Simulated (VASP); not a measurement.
# Ti (Fm-3m) in VASP: notebook

Runs on Ti. Level: PBE. Tasks: electric field gradients.

All numbers are computed with VASP 6.6.1; they aren't measurements. Logs are shortened: lines on timing, memory, paths and dates and some standing lists are left out, and cuts for length are marked.

## (1) The cell of the first run

The structure is cubic, space group Fm-3m (No. 225). The conventional cell has a = 3.978 Å, b = 3.978 Å, c = 3.978 Å, α = 90.00°, β = 90.00°, γ = 90.00°. Within 3.7 Å of Ti (site symmetry m-3m) lie 12 Ti at 2.81 Å.

## (2) Electric field gradients, PBE (volume scaled by 0.9405)

Input file INCAR:

```
SYSTEM = Ti
  PREC = Accurate
  ENCUT = 520
  EDIFF = 1E-8
  ISMEAR = -1
  SIGMA = 0.05
  LREAL = .FALSE.
  LASPH = .TRUE.
  NELM = 80
  ALGO = Normal
  ISIF = 2
  LWAVE = .FALSE.
  LCHARG = .FALSE.
  GGA = PE
  LEFG = .TRUE.
  NBANDS = 12
```

Input file KPOINTS:

```
Automatic mesh
0
G
  14 14 14
  0 0 0
```

Input file POSCAR:

```
Ti
1.0
    0.0000000000      1.9889123197      1.9889123197
    1.9889123197      0.0000000000      1.9889123197
    1.9889123197      1.9889123197      0.0000000000
Ti
1
Direct
    0.0000000000      0.0000000000      0.0000000000
```

Potentials or basis: VASP PAW PBE potentials, release 64 (Ti_sv).

Launch:

```bash
$ cat potpaw_PBE.64/Ti_sv/POTCAR > POTCAR
$ mpirun -np 1 vasp_std > vasp.out
```

OUTCAR:

```text
SYSTEM = Ti
   PREC = Accurate
   ENCUT = 520
   EDIFF = 1E-8
   ISMEAR = -1
   LREAL = .FALSE.
   LASPH = .TRUE.
   NELM = 80
   ISIF = 2
   GGA = PE

 ion  position               nearest neighbor table
   1  0.000  0.000  0.000-

  LATTYP: Found a face centered cubic cell.
 ALAT       =     3.9778246394

  Lattice vectors:

 A1 = (   0.0000000000,   1.9889123197,   1.9889123197)
 A2 = (   1.9889123197,   0.0000000000,   1.9889123197)
 A3 = (   1.9889123197,   1.9889123197,   0.0000000000)

Analysis of symmetry for initial positions (statically):
=====================================================================
 Subroutine PRICEL returns:
 Original cell was already a primitive cell.

 Routine SETGRP: Setting up the symmetry group for a
 face centered cubic supercell.

 Subroutine GETGRP returns: Found 48 space group operations
 (whereof 48 operations were pure point group operations)
 out of a pool of 48 trial point group operations.

The static configuration has the point symmetry O_h .

Analysis of symmetry for dynamics (positions and initial velocities):
=====================================================================
 Subroutine PRICEL returns:
 Original cell was already a primitive cell.

 Routine SETGRP: Setting up the symmetry group for a
 face centered cubic supercell.

 Subroutine GETGRP returns: Found 48 space group operations
 (whereof 48 operations were pure point group operations)
 out of a pool of 48 trial point group operations.

The dynamic configuration has the point symmetry O_h .

 Subroutine INISYM returns: Found 48 space group operations
 (whereof 48 operations are pure point group operations),
 and found     1 'primitive' translations

----------------------------------------------------------------------------------------

                                     Primitive cell

  volume of cell :      15.7354

  direct lattice vectors                    reciprocal lattice vectors
     0.000000000  1.988912320  1.988912320    -0.251393686  0.251393686  0.251393686
     1.988912320  0.000000000  1.988912320     0.251393686 -0.251393686  0.251393686
     1.988912320  1.988912320  0.000000000     0.251393686  0.251393686 -0.251393686

  length of vectors
     2.812746777  2.812746777  2.812746777     0.435426638  0.435426638  0.435426638

  position of ions in fractional coordinates (direct lattice)
     0.000000000  0.000000000  0.000000000

  ion indices of the primitive-cell ions
   primitive index   ion index
                 1           1

----------------------------------------------------------------------------------------

 KPOINTS: Automatic mesh

Automatic generation of k-mesh.
 Grid dimensions read from file:
 generate k-points for:   14   14   14

 Generating k-lattice:

  Cartesian coordinates                     Fractional coordinates (reciprocal lattice)
    -0.017956692  0.017956692  0.017956692     0.071428571  0.000000000  0.000000000
     0.017956692 -0.017956692  0.017956692     0.000000000  0.071428571  0.000000000
     0.017956692  0.017956692 -0.017956692     0.000000000  0.000000000  0.071428571

  Length of vectors
     0.031101903  0.031101903  0.031101903

  Shift w.r.t. Gamma in fractional coordinates (k-lattice)
     0.000000000  0.000000000  0.000000000

 Subroutine IBZKPT returns following result:
 ===========================================

 Found    104 irreducible k-points:

 Following reciprocal coordinates:
            Coordinates               Weight
  0.000000  0.000000  0.000000      1.000000
  0.071429  0.000000  0.000000      8.000000
  0.142857  0.000000  0.000000      8.000000
  0.214286  0.000000  0.000000      8.000000
  0.285714  0.000000  0.000000      8.000000
  0.357143  0.000000  0.000000      8.000000
[... 16 lines left out ...]
  0.214286  0.142857  0.000000     24.000000
  0.285714  0.142857  0.000000     24.000000
 [... further k-points ...]
   k-points           NKPTS =    104   k-points in BZ     NKDIM =    104   number of bands    NBANDS=     12
   number of dos      NEDOS =    301   number of ions     NIONS =      1
   total plane-waves  NPLWV =  13824
   dimension x,y,z NGX =    24 NGY =   24 NGZ =   24
   dimension x,y,z NGXF=    48 NGYF=   48 NGZF=   48
   ions per type =               1
   NGX,Y,Z   is equivalent  to a cutoff of  14.19, 14.19, 14.19 a.u.
   NGXF,Y,Z  is equivalent  to a cutoff of  28.37, 28.37, 28.37 a.u.
 SYSTEM =  Ti
   PREC   = accura    normal or accurate (medium, high low for compatibility)
   ISTART =      0    job   : 0-new  1-cont  2-samecut
   ICHARG =      2    charge: 1-file 2-atom 10-const
   ISPIN  =      1    spin polarized calculation?
   LNONCOLLINEAR =      F non collinear calculations
   LSORBIT =      F    spin-orbit coupling
   LASPH  =      T    aspherical Exc in radial PAW
   ENCUT  =  520.0 eV  38.22 Ry    6.18 a.u.   5.23  5.23  5.23*2*pi/ulx,y,z
   NELM   =     80;   NELMIN=  2; NELMDL= -5     # of ELM steps
   EDIFF  = 0.1E-07   stopping-criterion for ELM
   LREAL  =      F    real-space projection
   EDIFFG = 0.1E-06   stopping-criterion for IOM
   NSW    =      0    number of steps for IOM
   IBRION =     -1    ionic relax: 0-MD 1-quasi-New 2-CG
   NFREE  =      0    steps in history (QN), initial steepest desc. (CG)
   ISIF   =      2    stress and relaxation
   ISYM   =      2    0-nonsym 1-usesym 2-fastsym
   POTIM  = 0.5000    time-step for ionic-motion
   TEBEG  =    0.0;   TEEND  =   0.0 temperature during run
   PSTRESS=    0.0 pullay stress
   NELECT =      12.0000    total number of electrons
   NUPDOWN=      -1.0000    fix difference up-down
   EMIN   =  10.00;   EMAX   =-10.00  energy-range for DOS
   EFERMI =   0.00;   METHOD = LEGACY
   ISMEAR =    -1;   SIGMA  =   0.05  broadening in eV -4-tet -1-fermi 0-gaus
   EFERMI_NEDOS =   21; number of points for ismear=-14 and -15
   IALGO  =     38    algorithm
   IMIX   =      4    mixing-type and parameters
     AMIX     =   0.40;   BMIX     =  1.00
     AMIX_MAG =   1.60;   BMIX_MAG =  1.00
  volume/ion in A,a.u.               =      15.74       106.19
  Fermi-wavevector in a.u.,A,eV,Ry     =   1.495695  2.826453 30.437628  2.237103
  Thomas-Fermi vector in A             =   2.607807
   LORBIT       =      0    0 simple, 1 ext, 2 COOP (PROOUT), +10 PAW based schemes
   GGA     = PE    functional components
   LHFCALC =     F    Hartree Fock is set to
   AEXX    =    0.0000 exact exchange contribution
   IVDW    =     0    specifies the selected vdW correction
   LEPSILON=     F    determine dielectric tensor
   LRPA    =     F    only Hartree local field effects (RPA)
 non-spin polarized calculation
  energy-cutoff  :      520.00
  volume of cell :       15.74
 maximum number of plane-waves:       444
 NGX is ok and might be reduce to    24
   NGX = 11   NGY = 11   NGZ = 11

 number of electron      11.9999998 magnetization

 Free energy of the ion-electron system (eV)
  ---------------------------------------------------
  ext. energy  EPLUGINS =         0.00000000
  ---------------------------------------------------
  free energy    TOTEN  =        -7.72605261 eV

  energy without entropy =       -7.71245225  energy(sigma->0) =       -7.71925243

 E-fermi :   9.3066     XC(G=0): -11.9712

 val. band max:        9.3031097748   @ k =   0.5000   0.2857   0.1429
 cond. band min:       9.3069288233   @ k =   0.2857   0.0000   0.0000
 fundamental gap:      0.0038190485
 Fermi energy:         9.3066318341

 k-point     1 :       0.0000    0.0000    0.0000
  band No.  band energies     occupation
      1     -47.2389      2.00000
      2     -22.9645      2.00000
      3     -22.9645      2.00000
      4     -22.9645      2.00000
      5       2.9945      2.00000
      6      10.2434      0.00000
      7      10.2434      0.00000
      8      10.2434      0.00000
      9      12.1083      0.00000
     10      12.1083      0.00000
     11      25.1087      0.00000
     12      30.0804      0.00000

 k-point     2 :       0.0714    0.0000    0.0000
  band No.  band energies     occupation
      1     -47.2301      2.00000
      2     -23.0120      2.00000
      3     -22.9702      2.00000
      4     -22.9702      2.00000
      5       3.1760      2.00000
      6      10.1271      0.00000
      7      10.3104      0.00000
      8      10.3104      0.00000
      9      12.0633      0.00000
     10      12.0633      0.00000
     11      25.2898      0.00000
     12      28.8022      0.00000

 k-point     3 :       0.1429    0.0000    0.0000
  band No.  band energies     occupation
      1     -47.2052      2.00000
      2     -23.1438      2.00000
      3     -22.9864      2.00000
      4     -22.9864      2.00000
      5       3.6963      2.00000
      6       9.8329      0.00005
      7      10.4644      0.00000
      8      10.4644      0.00000
      9      11.9870      0.00000
     10      11.9870      0.00000
     11      25.5406      0.00000
     12      26.8517      0.00000
[... 286 lines left out ...]
 k-point    23 :       0.2143    0.1429    0.0000
  band No.  band energies     occupation
      1     -47.1670      2.00000
      2     -23.2601      2.00000
      3     -23.0551      2.00000
      4     -23.0480      2.00000
      5       4.4962      2.00000
      6       9.2406      1.57868
      7      10.7435      0.00000
      8      10.8929      0.00000
      9      11.3484      0.00000
     10      12.4383      0.00000
     11      25.8495      0.00000
     12      26.5303      0.00000

 k-point    24 :       0.2857    0.1429    0.0000
  band No.  band energies     occupation
      1     -47.1318      2.00000
      2     -23.4261      2.00000
      3     -23.0844      2.00000
      4     -23.0756      2.00000
      5       5.2770      2.00000
      6       8.9609      1.99801
      7      10.3957      0.00000
      8      10.9705      0.00000
      9      11.8349      0.00000
     10      12.6732      0.00000
     11      23.9748      0.00000
     12      26.2722      0.00000

 [... further k-points ...]

------------------------ aborting loop because EDIFF is reached ----------------------------------------

  FORCE on cell =-STRESS in cart. coord.  units (eV):
  Direction    XX          YY          ZZ          XY          YZ          ZX
  --------------------------------------------------------------------------------------
  -------------------------------------------------------------------------------------
  Total        1.2042308      1.2042308      1.2042308     -0.0000000      0.0000000      0.0000000
  in kB      122.6149430    122.6149430    122.6149430     -0.0000000      0.0000000      0.0000000
  external PRESSURE =     122.6149430 kB  Pullay stress =       0.0000000 kB

 VOLUME and BASIS-vectors are now :
 -----------------------------------------------------------------------------
  energy-cutoff  :      520.00
  volume of cell :       15.74
      direct lattice vectors                 reciprocal lattice vectors
     0.000000000  1.988912320  1.988912320    -0.251393686  0.251393686  0.251393686
     1.988912320  0.000000000  1.988912320     0.251393686 -0.251393686  0.251393686
     1.988912320  1.988912320  0.000000000     0.251393686  0.251393686 -0.251393686

 POSITION                                       TOTAL-FORCE (eV/Angst)
 -----------------------------------------------------------------------------------
      0.00000      0.00000      0.00000        -0.000000      0.000000     -0.000000
 -----------------------------------------------------------------------------------
    total drift:                               -0.000000      0.000000     -0.000000

  FREE ENERGIE OF THE ION-ELECTRON SYSTEM (eV)
  ---------------------------------------------------
  free  energy   TOTEN  =        -7.7260526108 eV

  energy  without entropy=       -7.7124522531  energy(sigma->0) =       -7.71925243

 Electric field gradients (V/A^2)
---------------------------------------------------------------------
 ion       V_xx      V_yy      V_zz      V_xy      V_xz      V_yz
---------------------------------------------------------------------
   1       0.000    -0.000    -0.000    -0.001    -0.001    -0.001
---------------------------------------------------------------------

 Electric field gradients after diagonalization (V/A^2)
 (convention: |V_zz| > |V_xx| > |V_yy|)
----------------------------------------------------------------------
 ion       V_xx      V_yy      V_zz     asymmetry (V_yy - V_xx)/ V_zz
----------------------------------------------------------------------
   1       0.001     0.001    -0.001       0.000
----------------------------------------------------------------------

           NMR quadrupolar parameters

 Cq : quadrupolar parameter    Cq=e*Q*V_zz/h
 eta: asymmetry parameters     (V_yy - V_xx)/ V_zz
 Q  : nuclear electric quadrupole moment in mb (millibarn)
----------------------------------------------------------------------
 ion       Cq(MHz)       eta       Q (mb)
----------------------------------------------------------------------
   1      -0.000       0.000       1.000
----------------------------------------------------------------------
```

Wall time 15 s (1 thread of Intel Xeon Platinum 8375C at 2.90GHz (Ice Lake), shared host); peak memory 0.15 GiB.

What came out:

- Free energy: -7.7261 eV
- Pressure: 12.3 GPa
- Band gap on the k mesh: zero (band 6 reaches 10.24 eV, above the bottom of band 7 at 8.84 eV)

Caveat: without QUAD_EFG the Cq values of the log hold for a quadrupole moment of 1 mb, not for the nuclei.

[end of part 1 of 2]
